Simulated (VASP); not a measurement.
Write the native input for VASP 6.6.1 that does the following.

```yaml
Task: single point
Functional: PBE
Potentials_or_basis: VASP PAW PBE potentials, release 64 (Ti_sv, O)
Cutoff: 520 eV
k_mesh: 5 × 3 × 5
Occupations: fermi-dirac, width 0.02 eV
Spin: no spin polarisation
Dipole_correction: no
Further_INCAR_settings: LREAL = Auto; ALGO = Normal; EDIFF = 1e-06; NBANDS = 114
```

The structure of TiO2 lies in POSCAR:

```
TiO2
1.0
    5.1450000000      0.0000000000      0.0000000000
    0.0000000000      9.1850000000      0.0000000000
    0.0000000000      0.0000000000      5.4470000000
Ti O
8 16
Direct
    0.1386123597      0.1289852453      0.9055668835
    0.6386123597      0.3710147547      0.0944331165
    0.8613876403      0.6289852453      0.5944331165
    0.3613876403      0.8710147547      0.4055668835
    0.8613876403      0.8710147547      0.0944331165
    0.3613876403      0.6289852453      0.9055668835
    0.1386123597      0.3710147547      0.4055668835
    0.6386123597      0.1289852453      0.5944331165
    0.4646036592      0.2298972109      0.8912419732
    0.9646036592      0.2701027891      0.1087580268
    0.5353963408      0.7298972109      0.6087580268
    0.0353963408      0.7701027891      0.3912419732
    0.5353963408      0.7701027891      0.1087580268
    0.0353963408      0.7298972109      0.8912419732
    0.4646036592      0.2701027891      0.3912419732
    0.9646036592      0.2298972109      0.6087580268
    0.8160441053      0.0097724521      0.8506384302
    0.3160441053      0.4902275479      0.1493615698
    0.1839558947      0.5097724521      0.6493615698
    0.6839558947      0.9902275479      0.3506384302
    0.1839558947      0.9902275479      0.1493615698
    0.6839558947      0.5097724521      0.8506384302
    0.8160441053      0.4902275479      0.3506384302
    0.3160441053      0.0097724521      0.6493615698
```

These files were run (other wordings do the same):

INCAR

```
PREC = Accurate
ENCUT = 520
EDIFF = 1E-6
ISMEAR = -1
SIGMA = 0.02
LREAL = Auto
LASPH = T
NELM = 80
ALGO = Normal
ISIF = 2
LWAVE = F
LCHARG = F
GGA = PE
NBANDS = 114
```

KPOINTS

```
regular mesh
0
Gamma
  5 3 5
```

Potentials or basis: VASP PAW PBE potentials, release 64 (Ti_sv, O).

Run with:

```console
$ cat potpaw_PBE.64/Ti_sv/POTCAR potpaw_PBE.64/O/POTCAR > POTCAR
$ mpirun -np 1 vasp_std > vasp.out
```

It gave:

| Quantity | Value |
| --- | --- |
| Pressure | 5.4 GPa |
| Largest force | 0.058 eV/Å |
| Band gap on the k mesh | 2.36 eV |

Caveat: the cell stands under pressure.

It took 30 min on 1 thread of Intel Xeon 8259CL, with other jobs on the host, peak memory 0.53 GiB.
